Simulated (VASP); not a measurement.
Write the native input for VASP 6.6.1 that does the following.

```
Task                   : single point
Functional             : PBE
Potentials or basis    : VASP PAW PBE potentials, release 64 (Hf_pv, F)
Cutoff                 : 520 eV
k mesh                 : 6 × 6 × 2
Occupations            : gaussian, width 0.2 eV
Spin                   : no spin polarisation
Dipole correction      : no
Further INCAR settings : ALGO = Normal; EDIFF = 1e-06; NBANDS = 40
```

The structure of Hf4F3 lies in POSCAR:

```
Hf4F3
1.0
    3.1803995592      0.0000000000      0.0000000000
   -1.5901997796      2.7543068125      0.0000000000
    0.0000000000      0.0000000000     14.0944490872
Hf F
4 3
Direct
    0.6666666667      0.3333333333      0.8711310183
    0.3333333333      0.6666666667      0.1288689817
    0.6666666667      0.3333333333      0.2983197315
    0.3333333333      0.6666666667      0.7016802685
    0.0000000000      0.0000000000      0.0000000000
    0.3333333333      0.6666666667      0.3972813256
    0.6666666667      0.3333333333      0.6027186744
```

The input as run:

INCAR

```
SYSTEM = Hf4F3
PREC = Accurate ; ENCUT = 520
EDIFF = 1E-6 ; ISMEAR = 0
SIGMA = 0.2 ; LREAL = .FALSE.
LASPH = .TRUE. ; NELM = 100
ALGO = Normal ; ISIF = 2
LWAVE = .FALSE. ; LCHARG = .TRUE.
GGA = PE ; LELF = .TRUE.
LVHAR = .TRUE. ; NBANDS = 40
```

KPOINTS

```
regular mesh
0
G
  6 6 2
  0 0 0
```

Potentials or basis: VASP PAW PBE potentials, release 64 (Hf_pv, F).

The run is started by

```sh
$ cat potpaw_PBE.64/Hf_pv/POTCAR potpaw_PBE.64/F/POTCAR > POTCAR
$ mpirun -np 1 vasp_std > vasp.out
```

Results of the run:

```
Pressure               : -1.3 GPa
Largest force          : 0.110 eV/Å
Band gap on the k mesh : zero (an odd number of electrons rules out a gap without spin polarisation)
```

Caveat: the k points lie up to 0.38 Å⁻¹ apart, too coarse for converged energies and pressures of a metal; spin-orbit coupling is left out, which moves the levels of the heavy elements; an odd number of electrons without spin polarisation forces a metal; a magnetic or distorted state may lie lower.

It took 52 s on 1 thread of Intel(R) Xeon(R) 6975P-C (Granite Rapids) (shared host), peak memory 0.25 GiB.
